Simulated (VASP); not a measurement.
Here is a VASP 6.6.1 calculation.

The input INCAR:

```
PREC     = Accurate       # precision mode
ENCUT    = 520            # plane-wave cutoff, eV
EDIFF    = 1E-6           # SCF threshold, eV
ISMEAR   = -1             # smearing method
SIGMA    = 0.1            # smearing width, eV
LREAL    = F              # projectors in reciprocal space
LASPH    = T              # aspherical terms in the spheres
NELM     = 80             # most SCF steps
ALGO     = Normal         # electronic algorithm
ISIF     = 2              # what is computed and relaxed
LWAVE    = F              # write WAVECAR
LCHARG   = F              # write CHGCAR
GGA      = PE             # functional
NBANDS   = 14             # bands
```

KPOINTS

```
regular mesh
0
Gamma
  12 12 12
```

The input POSCAR:

```
Bi
1.0
    0.0000000000      2.4109251040      2.4109251040
    2.4109251040      0.0000000000      2.4109251040
    2.4109251040      2.4109251040      0.0000000000
Bi
1
Direct
    0.0000000000      0.0000000000      0.0000000000
```

Potentials or basis: VASP PAW PBE potentials, release 64 (Bi_d).

The run is started by

```bash
$ cat potpaw_PBE.64/Bi_d/POTCAR > POTCAR
$ mpirun -np 1 vasp_std > vasp.out
```

Q: Estimate the pressure.

A: 8.5 GPa.
